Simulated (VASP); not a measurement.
Here is a VASP 6.6.1 calculation.

The input INCAR:

```
SYSTEM = CoSi2
PREC = Accurate
ENCUT = 520
EDIFF = 1E-6
ISMEAR = 0
SIGMA = 0.1
LREAL = Auto
LASPH = .TRUE.
NELM = 80
ALGO = Normal
ISIF = 2
LWAVE = .FALSE.
LCHARG = .FALSE.
LDIPOL = .TRUE.
IDIPOL = 3
DIPOL = 0.5 0.5 0.500
GGA = PE
IVDW = 12
NBANDS = 86
```

Contents of KPOINTS:

```
regular mesh
0
G
  3 3 1
  0 0 0
```

Contents of POSCAR:

```
CoSi2
1.0
    7.5013146836      0.0000000000      0.0000000000
   -3.7506573418      6.4963290778      0.0000000000
    0.0000000000      0.0000000000     20.5935983437
Si Co
16 8
Direct
    0.5000000000      0.5000000000      0.3884702356
    0.5000000000      0.0000000000      0.3884702356
    0.0000000000      0.5000000000      0.3884702356
    0.0000000000      0.0000000000      0.3884702356
    0.6666666667      0.3333333333      0.4628234119
    0.6666666667      0.8333333333      0.4628234119
    0.1666666667      0.3333333333      0.4628234119
    0.1666666667      0.8333333333      0.4628234119
    0.8333333333      0.6666666667      0.5355748394
    0.8333333333      0.1666666667      0.5355748394
    0.3333333333      0.6666666667      0.5355748394
    0.3333333333      0.1666666667      0.5355748394
    0.0000000000      0.5000000000      0.6100579954
    0.0000000000      0.0000000000      0.6100579954
    0.5000000000      0.5000000000      0.6100579954
    0.5000000000      0.0000000000      0.6100579954
    0.3333333333      0.1666666667      0.4256468237
    0.3333333333      0.6666666667      0.4256468237
    0.8333333333      0.1666666667      0.4256468237
    0.8333333333      0.6666666667      0.4256468237
    0.6666666667      0.3333333333      0.5759631749
    0.6666666667      0.8333333333      0.5759631749
    0.1666666667      0.3333333333      0.5759631749
    0.1666666667      0.8333333333      0.5759631749
```

Potentials or basis: VASP PAW PBE potentials, release 64 (Si, Co).

Launch:

```sh
$ cat potpaw_PBE.64/Si/POTCAR potpaw_PBE.64/Co/POTCAR > POTCAR
$ mpirun -np 1 vasp_std > vasp.out
```

**Question.** Predict the dispersion energy per atom.

**Answer.** -0.298 eV.

**Question.** Predict the largest force.

**Answer.** 0.679 eV/Å.

Forces in eV/Å, atoms in the order of the input:
```
Si   0.000  0.000  0.305
Si   0.000  0.000  0.305
Si   0.000  0.000  0.305
Si   0.000  0.000  0.305
Si   0.000  0.000  0.364
Si   0.000  0.000  0.364
Si   0.000  0.000  0.364
Si   0.000  0.000  0.364
Si   0.000  0.000  0.019
Si   0.000  0.000  0.019
Si   0.000  0.000  0.019
Si   0.000  0.000  0.019
Si   0.000  0.000 -0.003
Si   0.000  0.000 -0.003
Si   0.000  0.000 -0.003
Si   0.000  0.000 -0.003
Co   0.000  0.000 -0.679
Co   0.000  0.000 -0.679
Co   0.000  0.000 -0.679
Co   0.000  0.000 -0.679
Co   0.000  0.000 -0.006
Co   0.000  0.000 -0.006
Co   0.000  0.000 -0.006
Co   0.000  0.000 -0.006
```

Caveat: the run has no spin polarisation, though such a crystal can be magnetic. Spin polarisation is off, so any magnetic state and its effect on volume and gap are missing.
